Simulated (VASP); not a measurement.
Bi2BrClO4:

```
Br O Bi Cl
1.0
     3.91684    0.00000    0.00000
     0.00000    3.91684    0.00000
     0.00000    0.00000    9.05158
Br O Bi Cl
1 4 2 1
Direct
  0.00000 0.00000 0.00000
  0.50000 0.00000 0.84800
  0.00000 0.50000 0.84800
  0.50000 0.00000 0.15200
  0.00000 0.50000 0.15200
  0.50000 0.50000 0.71960
  0.50000 0.50000 0.28040
  0.00000 0.00000 0.50000
```

- Program: VASP 6.6.1
- Task: relaxation of cell and atoms
- Functional: PBE
- Potentials or basis: VASP PAW PBE potentials, release 64 (Br, O, Bi_d, Cl)
- Cutoff: 600 eV
- k mesh: 5 × 5 × 2
- Occupations: fermi-dirac, width 0.1144 eV
- Spin: no spin polarisation

At the start: pressure 0.7 GPa; volume 17.36 Å³/atom.

How do energy, volume and symmetry change on relaxing?

Over 15 steps the energy falls by 10.0 meV/atom and the volume is 17.85 Å³/atom (+2.9 %); space group P4/mmm (No. 123, to 0.05 Å).

The path:
| step | energy change (eV) | largest force (eV/Å) | pressure (GPa) | volume (Å³) |
| --- | --- | --- | --- | --- |
| 1 | 0.0000 | 0.6045 | 0.68 | 138.87 |
| 2 | -0.0576 | 0.1614 | 1.04 | 140.34 |
| 3 | -0.0626 | 0.2346 | 1.20 | 140.91 |
| 4 | -0.0716 | 0.0764 | -0.73 | 144.30 |
| 5 | -0.0731 | 0.0643 | -0.22 | 143.36 |
| 6 | -0.0764 | 0.0415 | -0.13 | 143.42 |
| 7 | -0.0787 | 0.0636 | 0.03 | 143.51 |
| 8 | -0.0787 | 0.0610 | 0.01 | 143.51 |
| 9 | -0.0790 | 0.0217 | -0.14 | 143.54 |
| 10 | -0.0790 | 0.0239 | -0.14 | 143.55 |
| 11 | -0.0793 | 0.0210 | -0.14 | 143.36 |
| 12 | -0.0795 | 0.0138 | 0.10 | 142.82 |
| 13 | -0.0797 | 0.0147 | 0.05 | 142.81 |
| 14 | -0.0798 | 0.0227 | 0.01 | 142.79 |
| 15 | -0.0798 | 0.0015 | 0.05 | 142.83 |

Final structure:
```xyz
8
Lattice="3.9363 0.0000 0.0000 0.0000 3.9363 0.0000 0.0000 0.0000 9.2179" Properties=species:S:1:pos:R:3 pbc="T T T"
Br    3.9363    0.0000    0.0000
O     1.9682    0.0000    7.7519
O     0.0000    1.9682    7.7519
O     1.9682    0.0000    1.4659
O     0.0000    1.9682    1.4659
Bi    1.9682    1.9682    6.6503
Bi    1.9682    1.9682    2.5676
Cl    3.9363    0.0000    4.6089
```
